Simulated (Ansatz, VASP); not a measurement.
# One calculation of InAs, two programs

```
CELL_PARAMETERS angstrom
0.00000 3.00877 3.00877
3.00877 0.00000 3.00877
3.00877 3.00877 0.00000
ATOMIC_POSITIONS crystal
In 0.00000 0.00000 0.00000
As 0.25000 0.25000 0.25000
```

Change from the starting cell: hydrostatic strain -1.5%.

Alike in both runs: task single point; functional r2SCAN; k mesh 8 × 8 × 8; occupations fermi-dirac, width 0.02 eV; no spin polarisation.

```csv
,VASP,Ansatz
version,VASP 6.6.1,Ansatz 0.2.0
potentials or method,"VASP PAW PBE potentials, release 64 (In_d, As_d)","plane waves, PAW"
plane-wave cutoff (eV),560,500
valence electrons in the cell,28,28
```

|  | VASP | Ansatz | Ansatz less VASP |
| --- | --- | --- | --- |
| pressure (GPa) | 2.9 | 2.9 | 0.00 |

VASP's potentials were made for PBE, not for r2SCAN.
